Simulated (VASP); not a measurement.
Crystal: CuO.

```
Cu O
1.0
     2.39063   -1.74700    0.00000
     2.39063    1.74700    0.00000
    -0.87743    0.00000    5.15867
Cu O
2 2
Cartesian
  1.1953 0.8623 0.0000
  0.7566 -0.8623 2.5793
  2.1130 -0.2897 1.3088
  1.6743 0.2897 3.8881
```

Base run:

| Property | Result |
| --- | --- |
| Program | VASP 6.6.1 |
| Functional | RPBE |
| Potentials or basis | VASP PAW PBE potentials, release 64 (Cu_sv_GW, O) |
| Cutoff | 700 eV |
| k mesh | 10 × 10 × 5 |
| Occupations | fermi-dirac, width 0.05 eV |
| Spin | no spin polarisation |

Its results: band gap on the k mesh zero (band 25 reaches 5.39 eV, above the bottom of band 26 at 4.80 eV); pressure -1.5 GPa; largest force 0.689 eV/Å.

Task: The run is repeated on the same cell with these changes: potentials or basis from VASP PAW PBE potentials, release 64 (Cu_sv_GW, O) to VASP PAW PBE potentials, release 64 (Cu, O); cutoff from 700 eV to 520 eV; further incar settings from ALGO = Normal; EDIFF = 1e-06; NBANDS = 33 to ALGO = Normal; EDIFF = 1e-07; NBANDS = 25; valence electrons from 50 to 34. What comes out?

Result: Band gap on the k mesh zero (band 17 reaches 5.36 eV, above the bottom of band 18 at 4.77 eV); pressure 1.9 GPa; largest force 0.682 eV/Å.

Caveats: the PAW data sets were made with another functional, which shifts forces and pressure a little; semilocal functionals often make such compounds metallic where correlation or magnetic order opens a gap, which also shifts bond lengths.
